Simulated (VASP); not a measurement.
# YTl (Pm-3m) in VASP: further runs

The runs below take YTl through single point, with LDA.

All numbers are computed with VASP 6.6.1; they aren't measurements. Logs are shortened: lines on timing, memory, paths and dates and some standing lists are left out, and cuts for length are marked.

## Step 1: The cell of the first run

Symmetry: Pm-3m, No. 221, cubic system. The conventional cell has a = 3.674 Å, b = 3.674 Å, c = 3.674 Å, α = 90.00°, β = 90.00°, γ = 90.00°. Y (site symmetry m-3m) has 8 Tl at 3.18 Å and 6 Y at 3.67 Å within 4.2 Å. Tl (site symmetry m-3m) has 8 Y at 3.18 Å and 6 Tl at 3.67 Å within 4.2 Å.

## Step 2: Single point, LDA (24.80 Å³/atom)

The input, INCAR:

```
SYSTEM = YTl
ALGO = Normal
EDIFF = 1E-7
ENCUT = 520
GGA = CA
ISIF = 2
ISMEAR = -1
LASPH = .TRUE.
LCHARG = .TRUE.
LELF = .TRUE.
LREAL = .FALSE.
LVHAR = .TRUE.
LWAVE = .FALSE.
NBANDS = 19
NELM = 60
PREC = Accurate
SIGMA = 0.08
```

The input, KPOINTS:

```
k-points
0
G
  11 11 11
  0 0 0
```

The input, POSCAR:

```
YTl
1.0
    3.6744274938      0.0000000000      0.0000000000
    0.0000000000      3.6744274938      0.0000000000
    0.0000000000      0.0000000000      3.6744274938
Y Tl
1 1
Direct
    0.5000000000      0.5000000000      0.5000000000
    0.0000000000      0.0000000000      0.0000000000
```

Potentials or basis: VASP PAW LDA potentials, release 64 (Y_sv, Tl_d).

Command:

```
cat potpaw_LDA.64/Y_sv/POTCAR potpaw_LDA.64/Tl_d/POTCAR > POTCAR
mpirun -np 1 vasp_std > vasp.out
```

OUTCAR:

```text
SYSTEM = YTl
   EDIFF = 1E-7
   ENCUT = 520
   GGA = CA
   ISIF = 2
   ISMEAR = -1
   LASPH = .TRUE.
   LREAL = .FALSE.
   NELM = 60
   PREC = Accurate

 ion  position               nearest neighbor table
   1  0.500  0.500  0.500-   2 3.18   2 3.18   2 3.18   2 3.18   2 3.18   2 3.18   2 3.18   2 3.18

   2  0.000  0.000  0.000-   1 3.18   1 3.18   1 3.18   1 3.18   1 3.18   1 3.18   1 3.18   1 3.18

  LATTYP: Found a simple cubic cell.
 ALAT       =     3.6744274938

  Lattice vectors:

 A1 = (   3.6744274938,   0.0000000000,   0.0000000000)
 A2 = (   0.0000000000,   3.6744274938,   0.0000000000)
 A3 = (   0.0000000000,   0.0000000000,   3.6744274938)

Analysis of symmetry for initial positions (statically):
=====================================================================
 Subroutine PRICEL returns:
 Original cell was already a primitive cell.

 Routine SETGRP: Setting up the symmetry group for a
 simple cubic supercell.

 Subroutine GETGRP returns: Found 48 space group operations
 (whereof 48 operations were pure point group operations)
 out of a pool of 48 trial point group operations.

The static configuration has the point symmetry O_h .

Analysis of symmetry for dynamics (positions and initial velocities):
=====================================================================
 Subroutine PRICEL returns:
 Original cell was already a primitive cell.

 Routine SETGRP: Setting up the symmetry group for a
 simple cubic supercell.

 Subroutine GETGRP returns: Found 48 space group operations
 (whereof 48 operations were pure point group operations)
 out of a pool of 48 trial point group operations.

The dynamic configuration has the point symmetry O_h .

 Subroutine INISYM returns: Found 48 space group operations
 (whereof 48 operations are pure point group operations),
 and found     1 'primitive' translations

----------------------------------------------------------------------------------------

                                     Primitive cell

  volume of cell :      49.6100

  direct lattice vectors                    reciprocal lattice vectors
     3.674427494  0.000000000  0.000000000     0.272151240  0.000000000  0.000000000
     0.000000000  3.674427494  0.000000000     0.000000000  0.272151240  0.000000000
     0.000000000  0.000000000  3.674427494     0.000000000  0.000000000  0.272151240

  length of vectors
     3.674427494  3.674427494  3.674427494     0.272151240  0.272151240  0.272151240

  position of ions in fractional coordinates (direct lattice)
     0.500000000  0.500000000  0.500000000
     0.000000000  0.000000000  0.000000000

  ion indices of the primitive-cell ions
   primitive index   ion index
                 1           1
                 2           2

----------------------------------------------------------------------------------------

 KPOINTS: k-points

Automatic generation of k-mesh.
 Grid dimensions read from file:
 generate k-points for:   11   11   11

 Generating k-lattice:

  Cartesian coordinates                     Fractional coordinates (reciprocal lattice)
     0.024741022  0.000000000  0.000000000     0.090909091  0.000000000  0.000000000
     0.000000000  0.024741022  0.000000000     0.000000000  0.090909091  0.000000000
     0.000000000  0.000000000  0.024741022     0.000000000  0.000000000  0.090909091

  Length of vectors
     0.024741022  0.024741022  0.024741022

  Shift w.r.t. Gamma in fractional coordinates (k-lattice)
     0.000000000  0.000000000  0.000000000

 Subroutine IBZKPT returns following result:
 ===========================================

 Found     56 irreducible k-points:

 Following reciprocal coordinates:
            Coordinates               Weight
  0.000000  0.000000  0.000000      1.000000
  0.090909  0.000000  0.000000      6.000000
  0.181818  0.000000  0.000000      6.000000
  0.272727  0.000000  0.000000      6.000000
  0.363636  0.000000  0.000000      6.000000
  0.454545  0.000000  0.000000      6.000000
[... 16 lines left out ...]
  0.181818  0.090909  0.090909     24.000000
  0.272727  0.090909  0.090909     24.000000
 [... further k-points ...]
   k-points           NKPTS =     56   k-points in BZ     NKDIM =     56   number of bands    NBANDS=     19
   number of dos      NEDOS =    301   number of ions     NIONS =      2
   total plane-waves  NPLWV =  21952
   dimension x,y,z NGX =    28 NGY =   28 NGZ =   28
   dimension x,y,z NGXF=    56 NGYF=   56 NGZF=   56
   ions per type =               1   1
   NGX,Y,Z   is equivalent  to a cutoff of  12.67, 12.67, 12.67 a.u.
   NGXF,Y,Z  is equivalent  to a cutoff of  25.34, 25.34, 25.34 a.u.
 SYSTEM =  YTl
   PREC   = accura    normal or accurate (medium, high low for compatibility)
   ISTART =      0    job   : 0-new  1-cont  2-samecut
   ICHARG =      2    charge: 1-file 2-atom 10-const
   ISPIN  =      1    spin polarized calculation?
   LNONCOLLINEAR =      F non collinear calculations
   LSORBIT =      F    spin-orbit coupling
   LASPH  =      T    aspherical Exc in radial PAW
   ENCUT  =  520.0 eV  38.22 Ry    6.18 a.u.   6.83  6.83  6.83*2*pi/ulx,y,z
   NELM   =     60;   NELMIN=  2; NELMDL= -5     # of ELM steps
   EDIFF  = 0.1E-06   stopping-criterion for ELM
   LREAL  =      F    real-space projection
   EDIFFG = 0.1E-05   stopping-criterion for IOM
   NSW    =      0    number of steps for IOM
   IBRION =     -1    ionic relax: 0-MD 1-quasi-New 2-CG
   NFREE  =      0    steps in history (QN), initial steepest desc. (CG)
   ISIF   =      2    stress and relaxation
   ISYM   =      2    0-nonsym 1-usesym 2-fastsym
   POTIM  = 0.5000    time-step for ionic-motion
   TEBEG  =    0.0;   TEEND  =   0.0 temperature during run
   PSTRESS=    0.0 pullay stress
   NELECT =      24.0000    total number of electrons
   NUPDOWN=      -1.0000    fix difference up-down
   EMIN   =  10.00;   EMAX   =-10.00  energy-range for DOS
   EFERMI =   0.00;   METHOD = LEGACY
   ISMEAR =    -1;   SIGMA  =   0.08  broadening in eV -4-tet -1-fermi 0-gaus
   EFERMI_NEDOS =   21; number of points for ismear=-14 and -15
   IALGO  =     38    algorithm
   IMIX   =      4    mixing-type and parameters
     AMIX     =   0.40;   BMIX     =  1.00
     AMIX_MAG =   1.60;   BMIX_MAG =  1.00
  volume/ion in A,a.u.               =      24.80       167.39
  Fermi-wavevector in a.u.,A,eV,Ry     =   1.285155  2.428591 22.471706  1.651624
  Thomas-Fermi vector in A             =   2.417306
   LORBIT       =      0    0 simple, 1 ext, 2 COOP (PROOUT), +10 PAW based schemes
   GGA     = CA    functional components
   LHFCALC =     F    Hartree Fock is set to
   AEXX    =    0.0000 exact exchange contribution
   IVDW    =     0    specifies the selected vdW correction
   LEPSILON=     F    determine dielectric tensor
   LRPA    =     F    only Hartree local field effects (RPA)
 non-spin polarized calculation
  energy-cutoff  :      520.00
  volume of cell :       49.61
 maximum number of plane-waves:      1357
 NGX is ok and might be reduce to    28
   NGX = 13   NGY = 13   NGZ = 13

 number of electron      23.9999998 magnetization

 Free energy of the ion-electron system (eV)
  ---------------------------------------------------
  ext. energy  EPLUGINS =         0.00000000
  ---------------------------------------------------
  free energy    TOTEN  =       -10.91088514 eV

  energy without entropy =      -10.88648443  energy(sigma->0) =      -10.89868478

 E-fermi :   6.4465     XC(G=0): -11.0305

 val. band max:        6.4152105528   @ k =   0.4545   0.1818   0.0000
 cond. band min:       6.4595384719   @ k =   0.4545   0.0909   0.0000
 fundamental gap:      0.0443279190
 Fermi energy:         6.4465128984

 k-point     1 :       0.0000    0.0000    0.0000
  band No.  band energies     occupation
      1     -36.1653      2.00000
      2     -16.2114      2.00000
      3     -16.2114      2.00000
      4     -16.2114      2.00000
      5      -5.4143      2.00000
      6      -5.4143      2.00000
[... 11 lines left out ...]
     18      10.1830      0.00000
     19      12.7138      0.00000

 k-point     2 :       0.0909    0.0000    0.0000
  band No.  band energies     occupation
      1     -36.1639      2.00000
      2     -16.2357      2.00000
      3     -16.2100      2.00000
      4     -16.2100      2.00000
      5      -5.4100      2.00000
      6      -5.3873      2.00000
[... 11 lines left out ...]
     18      10.9655      0.00000
     19      13.3911      0.00000

 k-point     3 :       0.1818    0.0000    0.0000
  band No.  band energies     occupation
      1     -36.1600      2.00000
      2     -16.2999      2.00000
      3     -16.2062      2.00000
      4     -16.2062      2.00000
      5      -5.3984      2.00000
      6      -5.3156      2.00000
[... 11 lines left out ...]
     18      12.0110      0.00000
     19      14.4309      0.00000

 k-point     4 :       0.2727    0.0000    0.0000
  band No.  band energies     occupation
      1     -36.1549      2.00000
      2     -16.3826      2.00000
      3     -16.2012      2.00000
      4     -16.2012      2.00000
      5      -5.3832      2.00000
      6      -5.2230      2.00000
[... 11 lines left out ...]
     18      13.1391      0.00000
     19      15.0003      0.00000

 k-point     5 :       0.3636    0.0000    0.0000
  band No.  band energies     occupation
      1     -36.1502      2.00000
      2     -16.4570      2.00000
      3     -16.1966      2.00000
      4     -16.1966      2.00000
      5      -5.3691      2.00000
      6      -5.1656      2.00000
[... 11 lines left out ...]
     18      14.3492      0.00000
     19      14.6698      0.00000
[... 334 lines left out ...]
      2     -16.4444      2.00000
      3     -16.4428      2.00000
      4     -16.1622      2.00000
      5      -5.4064      2.00000
      6      -5.2620      2.00000
[... 11 lines left out ...]
     18      12.6014      0.00000
     19      12.7507      0.00000

 k-point    22 :       0.0909    0.0909    0.0909
  band No.  band energies     occupation
      1     -36.1610      2.00000
      2     -16.2380      2.00000
      3     -16.2293      2.00000
      4     -16.2293      2.00000
      5      -5.3679      2.00000
      6      -5.3679      2.00000
[... 11 lines left out ...]
     18      10.9680      0.00000
     19      14.8156      0.00000

 k-point    23 :       0.1818    0.0909    0.0909
  band No.  band energies     occupation
      1     -36.1572      2.00000
      2     -16.2958      2.00000
      3     -16.2288      2.00000
      4     -16.2254      2.00000
      5      -5.3580      2.00000
      6      -5.2960      2.00000
[... 11 lines left out ...]
     18      12.0230      0.00000
     19      15.9125      0.00000

 k-point    24 :       0.2727    0.0909    0.0909
  band No.  band energies     occupation
      1     -36.1521      2.00000
      2     -16.3763      2.00000
      3     -16.2219      2.00000
      4     -16.2202      2.00000
      5      -5.3451      2.00000
      6      -5.2036      2.00000
[... 11 lines left out ...]
     18      13.1017      0.00000
     19      15.6556      0.00000

 [... further k-points ...]
[... 5 lines left out ...]
  --------------------------------------------------------------------------------------
  -------------------------------------------------------------------------------------
  Total        0.3540753      0.3540753      0.3540753      0.0000000     -0.0000000      0.0000000
  in kB       11.4350276     11.4350276     11.4350276      0.0000000     -0.0000000      0.0000000
  external PRESSURE =      11.4350276 kB  Pullay stress =       0.0000000 kB

 VOLUME and BASIS-vectors are now :
 -----------------------------------------------------------------------------
  energy-cutoff  :      520.00
  volume of cell :       49.61
      direct lattice vectors                 reciprocal lattice vectors
     3.674427494  0.000000000  0.000000000     0.272151240  0.000000000  0.000000000
     0.000000000  3.674427494  0.000000000     0.000000000  0.272151240  0.000000000
     0.000000000  0.000000000  3.674427494     0.000000000  0.000000000  0.272151240

 POSITION                                       TOTAL-FORCE (eV/Angst)
 -----------------------------------------------------------------------------------
      1.83721      1.83721      1.83721         0.000000      0.000000      0.000000
      0.00000      0.00000      0.00000         0.000000      0.000000      0.000000
 -----------------------------------------------------------------------------------
    total drift:                                0.000000      0.000000      0.000000

  FREE ENERGIE OF THE ION-ELECTRON SYSTEM (eV)
  ---------------------------------------------------
  free  energy   TOTEN  =       -10.9108851371 eV

  energy  without entropy=      -10.8864844270  energy(sigma->0) =      -10.89868478
```

It took 24 s on 1 thread of AMD EPYC 9R45 (Zen 5), shared host; peak memory 0.16 GiB.

What came out:

| Property | Result |
| --- | --- |
| Free energy | -10.9109 eV |
| Pressure | 1.1 GPa |
| Band gap on the k mesh | zero (bands 12 and 13 overlap by 2.26 eV) |

Levels at points of the mesh, in eV from the Fermi level:
```csv
k point,band 8,band 9,band 10,band 11,band 12,band 13,band 14,band 15,band 16,band 17
"(0.00, 0.00, 0.00)",-11.56,-11.56,-9.35,-0.15,-0.15,3.28,3.28,3.28,3.74,3.74
```

Caveat: spin-orbit coupling is left out, which moves the levels of the heavy elements.

## Step 3: Single point, LDA (25.33 Å³/atom)

This run uses another cell than the first one, of 25.33 Å³/atom.

The input, INCAR:

```
SYSTEM = YTl
PREC = Accurate
ENCUT = 520
EDIFF = 1E-6
ISMEAR = -1
SIGMA = 0.08
LREAL = .FALSE.
LASPH = .TRUE.
NELM = 100
ALGO = Normal
ISIF = 2
LWAVE = .FALSE.
LCHARG = .TRUE.
LELF = .TRUE.
LVHAR = .TRUE.
NBANDS = 19
```

The input, KPOINTS:

```
regular mesh
0
G
  11 11 11
  0 0 0
```

The input, POSCAR:

```
YTl
1.0
    3.7003045963      0.0000000000      0.0000000000
    0.0000000000      3.7003045963      0.0000000000
    0.0000000000      0.0000000000      3.7003045963
Y Tl
1 1
Direct
    0.5000000000      0.5000000000      0.5000000000
    0.0000000000      0.0000000000      0.0000000000
```

Potentials or basis: VASP PAW LDA potentials, release 64 (Y_sv, Tl_d).

Command:

```
cat potpaw_LDA.64/Y_sv/POTCAR potpaw_LDA.64/Tl_d/POTCAR > POTCAR
mpirun -np 1 vasp_std > vasp.out
```

It took 22 s on 1 thread of AMD EPYC 9R45 (Zen 5), shared host; peak memory 0.16 GiB.

It converged, with:

| Item | Value |
| --- | --- |
| Free energy | -10.9137 eV |
| Pressure | -0.4 GPa |
| Band gap on the k mesh | zero (bands 12 and 13 overlap by 2.24 eV) |

Levels at points of the mesh, in eV from the Fermi level:
| k point | band 10 | band 11 | band 12 | band 13 | band 14 | band 15 |
| --- | --- | --- | --- | --- | --- | --- |
| (0.00, 0.00, 0.00) | -9.25 | -0.15 | -0.15 | 3.20 | 3.20 | 3.20 |

Caveat: spin-orbit coupling is left out, which moves the levels of the heavy elements.

## Step 4: Single point, LDA (25.86 Å³/atom)

This run uses another cell than the first one, of 25.86 Å³/atom.

The input, INCAR:

```
SYSTEM = YTl
ALGO = Normal ; EDIFF = 1E-6
ENCUT = 520 ; ISIF = 2
ISMEAR = -1 ; LASPH = .True.
LCHARG = .False. ; LREAL = .False.
LWAVE = .False. ; NBANDS = 19
NELM = 100 ; PREC = Accurate
SIGMA = 0.08
```

The input, KPOINTS:

```
k-points
0
Gamma
  11 11 11
  0 0 0
```

The input, POSCAR:

```
YTl
1.0
    3.7258247448      0.0000000000      0.0000000000
    0.0000000000      3.7258247448      0.0000000000
    0.0000000000      0.0000000000      3.7258247448
Y Tl
1 1
Direct
    0.5000000000      0.5000000000      0.5000000000
    0.0000000000      0.0000000000      0.0000000000
```

Command:

```
cat potpaw_LDA.64/Y_sv/POTCAR potpaw_LDA.64/Tl_d/POTCAR > POTCAR
mpirun -np 1 vasp_std > vasp.out
```

It took 22 s on 1 thread of AMD EPYC 9R45 (Zen 5), shared host; peak memory 0.17 GiB.

It converged, with:

```yaml
Free_energy: -10.9070 eV
Pressure: -1.7 GPa
Band_gap_on_the_k_mesh: zero (bands 12 and 13 overlap by 2.21 eV)
```

Levels at points of the mesh, in eV from the Fermi level:
```
           k point  band 9  band 10  band 11  band 12  band 13  band 14  band 15  band 16
(0.00, 0.00, 0.00)  -11.51    -9.15    -0.15    -0.15     3.13     3.13     3.13     3.55
```

Caveat: spin-orbit coupling is left out, which moves the levels of the heavy elements.

## Step 5: Summary

```csv
cell,gap on the mesh (eV),pressure (GPa)
"a = 3.674 Å, 2 atoms",none,1.1
"a = 3.700 Å, 2 atoms",none,-0.4
"a = 3.726 Å, 2 atoms",none,-1.7
```

Alike in all rows: task single point; level LDA; potentials or basis VASP PAW LDA potentials, release 64 (Y_sv, Tl_d); no spin polarisation; k mesh 11 × 11 × 11; cutoff (eV) 520; smearing fermi-dirac 0.08 eV.

Caveats: spin-orbit coupling is left out, which moves the levels of the heavy elements.

Absolute energies hang on the potentials; compare differences alone.
